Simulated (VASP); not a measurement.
TiCo2:

```
CELL_PARAMETERS angstrom
0.00000 3.35200 3.35200
3.35200 0.00000 3.35200
3.35200 3.35200 0.00000
ATOMIC_POSITIONS crystal
Ti 0.50000 0.50000 0.50000
Ti 0.75000 0.75000 0.75000
Co 0.12500 0.12500 0.12500
Co 0.62500 0.12500 0.12500
Co 0.12500 0.12500 0.62500
Co 0.12500 0.62500 0.12500
```

Base run:

* Program: VASP 6.6.1
* Functional: PBEsol
* Potentials or basis: VASP PAW PBE potentials, release 64 (Ti_sv, Co)
* Cutoff: 520 eV
* k mesh: 14 × 14 × 14
* Occupations: gaussian, width 0.1 eV
* Spin: collinear spin, ferrimagnetic start
* Starting moments: [-0.31, -0.31, 0.82, 0.82, 0.82, 0.82] μB

Its results: pressure -19.3 GPa; net moment 0.51 μB per cell; site moments Ti -0.06; Co +0.18 μB.

The run is repeated on the same cell with these changes: k mesh from 14 × 14 × 14 to 1 × 1 × 1. What comes out?

Pressure -8.4 GPa; net moment 3.42 μB per cell; site moments Ti +0.58; Co +0.27 μB.

Caveats: some runs use coarse meshes; the PAW data sets were made with another functional, which shifts forces and pressure a little; the cell stands under tension (at least some runs).
